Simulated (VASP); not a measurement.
Wanted: the native input for a VASP 6.6.1 run.

```yaml
Task: relaxation of cell and atoms
Functional: PBE
Potentials_or_basis: VASP PAW PBE potentials, release 64 (Cd, Bi_d, O)
Cutoff: 600 eV
k_mesh: 6 × 6 × 4
Occupations: gaussian, width 0.1 eV
Spin: no spin polarisation
Dipole_correction: no
Further_INCAR_settings: ALGO = Normal; EDIFF = 1e-07; IBRION = 2; EDIFFG = -0.04; NSW = 90; ISIF = 3
```

The structure of CdBiO4 lies in POSCAR:

```
CdBiO4
1.0
    3.7472105143      0.0000000000      0.0000000000
   -1.8736052572      3.2451794988      0.0000000000
    0.0000000000      0.0000000000      6.1849600276
Cd Bi O
1 1 4
Direct
    0.0000000000      0.0000000000      0.0000000000
    0.0000000000      0.0000000000      0.5000000000
    0.3333333333      0.6666666667      0.7484618625
    0.3333333333      0.6666666667      0.2515381375
    0.6666666667      0.3333333333      0.7484618625
    0.6666666667      0.3333333333      0.2515381375
```

The cell was generated, and may not be a known phase.

These files were run (other wordings do the same):

INCAR

```
PREC = Accurate ; ENCUT = 600
EDIFF = 1E-7 ; ISMEAR = 0
SIGMA = 0.1 ; LREAL = F
LASPH = T ; NELM = 60
ALGO = Normal ; ISIF = 3
LWAVE = F ; LCHARG = F
GGA = PE ; IBRION = 2
NSW = 90 ; EDIFFG = -0.04
```

KPOINTS

```
regular mesh
0
Gamma
  6 6 4
```

Potentials or basis: VASP PAW PBE potentials, release 64 (Cd, Bi_d, O).

Launch:

```bash
$ cat potpaw_PBE.64/Cd/POTCAR potpaw_PBE.64/Bi_d/POTCAR potpaw_PBE.64/O/POTCAR > POTCAR
$ mpirun -np 1 vasp_std > vasp.out
```

Results of the run:

The pressure after relaxing is 0.1 GPa, the largest force after relaxing is 0.005 eV/Å and the band gap on the k mesh is zero (an odd number of electrons rules out a gap without spin polarisation).

Caveat: the relaxation stopped at its first step, so nothing moved; spin-orbit coupling is left out, which moves the levels of the heavy elements; an odd number of electrons without spin polarisation forces a metal; a magnetic or distorted state may lie lower.

Run time: 68 s on 1 thread of Oxide Virtual Turin-like Processor, on a shared host, peak memory 0.2 GiB.
